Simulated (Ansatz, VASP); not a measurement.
# CdS in VASP and in Ansatz

The input POSCAR:

```
CdS
1.0
    4.1245340209      0.0000000000      0.0000000000
   -2.0622670104      3.5719512409      0.0000000000
    0.0000000000      0.0000000000      6.7092066446
Cd S
2 2
Direct
    0.3333333333      0.6666666667     -0.0615000000
    0.6666666667      0.3333333333      0.4385000000
    0.3333333333      0.6666666667      0.4385000000
    0.6666666667      0.3333333333      0.9385000000
```

The input INCAR.step1:

```
ALGO = Normal ; EDIFF = 1E-4
ENCUT = 520 ; GGA = PE
ISMEAR = 0 ; LASPH = True
LCHARG = False ; LREAL = False
LWAVE = True ; NBANDS = 26
NELM = 60 ; PREC = Accurate
SIGMA = 0.01
```

The input INCAR.step2:

```
ALGO = Normal ; EDIFF = 1E-7
ENCUT = 520 ; ISIF = 2
ISMEAR = 0 ; ISTART = 1
LASPH = True ; LCHARG = False
LMIXTAU = True ; LREAL = False
LWAVE = False ; METAGGA = R2SCAN
NBANDS = 26 ; NELM = 60
PREC = Accurate ; SIGMA = 0.01
```

The input KPOINTS:

```
k-points
0
Gamma
  9 9 4
```

Input for Ansatz:

```yaml
crystal:
  lattice:
    - [4.1245340209, 0.0, 0.0]
    - [-2.0622670104, 3.5719512409, 0.0]
    - [0.0, 0.0, 6.7092066446]
  atoms:
    - { symbol: Cd, position: [0.3333333333, 0.6666666667, -0.0615] }
    - { symbol: Cd, position: [0.6666666667, 0.3333333333, 0.4385] }
    - { symbol: S, position: [0.3333333333, 0.6666666667, 0.4385] }
    - { symbol: S, position: [0.6666666667, 0.3333333333, 0.9385] }
basis:
  ecutwfc: 500
  xc_grid: 2
kpoints:
  mp_grid: { grid: [9, 9, 4] }
hamiltonian:
  xc: r2scan
  pseudopotentials: { kind: paw, azcp: { folder: soft_1 } }
scf:
  occupations: { method: fixed }
output:
  forces: true
  stress: true
  eigenvalues: true
  polarization: {}
```

Change from the starting cell: polar distortion scaled by 0.00.

Alike in both runs: task single point; functional r2SCAN; k mesh 9 × 9 × 4; no spin polarisation.

|  | VASP | Ansatz |
| --- | --- | --- |
| version | VASP 6.6.1 | Ansatz 0.2.0 |
| potentials or method | VASP PAW PBE potentials, release 64 (Cd, S), cutoff 520 eV | scalar-relativistic, plane waves, PAW |
| occupations | gaussian, width 0.01 eV | fixed |
| valence electrons in the cell | 36 | 52 |

|  | VASP | Ansatz | Ansatz less VASP |
| --- | --- | --- | --- |
| gap on the k mesh at the Fermi level (eV) | 1.94 | 1.94 | -0.007 |
| least direct gap on the mesh (eV) | 1.94 | 1.94 | -0.007 |
| pressure (GPa) | 6.3 | 5.9 | -0.41 |
| traceless stress, the component that is largest in VASP (GPa) | -8.48 | -8.15 | +0.324 |

VASP's potentials were made for PBE, not for r2SCAN. VASP's potentials hold 36 valence electrons a cell and Ansatz's 52, so a difference there can come from the potentials and not from the codes.
